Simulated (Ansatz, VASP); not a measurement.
**Two plane-wave programs on GaB**

```
Ga B
1.0
     2.75401    0.00000    0.00000
     0.00000    2.75401    0.00000
     0.00000    0.00000    3.27880
Ga B
1 1
Cartesian
  1.3770 1.3770 1.6394
  0.0000 0.0000 0.0000
```

Alike in both runs: task single point; functional HSE06; k mesh 5 × 5 × 4; occupations fermi-dirac, width 0.05 eV; no spin polarisation.

|  | VASP | Ansatz |
| --- | --- | --- |
| version | VASP 6.6.1 | Ansatz 0.2.0 |
| potentials or method | VASP PAW PBE potentials, release 64 (Ga_d, B) | Ansatz PAW |
| plane-wave cutoff (eV) | 520 | 420 |
| valence electrons in the cell | 16 | 16 |

VASP gave:

* gap on the k mesh at the Fermi level (eV): none
* pressure (GPa): -7.5
* traceless stress, the component that is largest in VASP (GPa): -0.94

Q: Estimate Ansatz's values.

A: gap on the k mesh at the Fermi level (eV): none; pressure (GPa): -7.8; traceless stress, the component that is largest in VASP (GPa): -0.90.

A gap of «none» marks a metal or a gap that the smearing closes. The functional is the same, so the differences come from potentials, cutoffs and numerics.

The k mesh is coarse, so the values compare programs but aren't converged.
